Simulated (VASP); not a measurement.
A run of VASP 6.6.1:

File INCAR:

```
SYSTEM = GaN
PREC = Accurate
ENCUT = 520
EDIFF = 1E-7
ISMEAR = 0
SIGMA = 0.1
LREAL = .False.
LASPH = .True.
NELM = 80
ALGO = Normal
ISIF = 2
LWAVE = .False.
LCHARG = .False.
GGA = PS
NBANDS = 26
```

Contents of KPOINTS:

```
regular mesh
0
Gamma
  6 6 4
  0 0 0
```

Contents of POSCAR:

```
GaN
1.0
    3.1890000000      0.0000000000      0.0000000000
   -1.5945000000      2.7617550127      0.0000000000
    0.0000000000      0.0000000000      5.1850000000
Ga N
2 2
Direct
    0.3333333333      0.6666666667      0.0000000000
    0.6666666667      0.3333333333      0.5000000000
    0.3333333333      0.6666666667      0.3770000000
    0.6666666667      0.3333333333      0.8770000000
```

Potentials or basis: VASP PAW PBE potentials, release 64 (Ga_d, N).

Command:

```sh
$ cat potpaw_PBE.64/Ga_d/POTCAR potpaw_PBE.64/N/POTCAR > POTCAR
$ mpirun -np 1 vasp_std > vasp.out
```

Hardware: 1 thread of Intel Xeon 8259CL, on a shared host.

Task: Estimate the wall time of this run.

Result: It took 44 s on 1 thread of Intel Xeon 8259CL, with other jobs on the host, peak memory 0.17 GiB. Counts: scf iterations 18, k points 21.
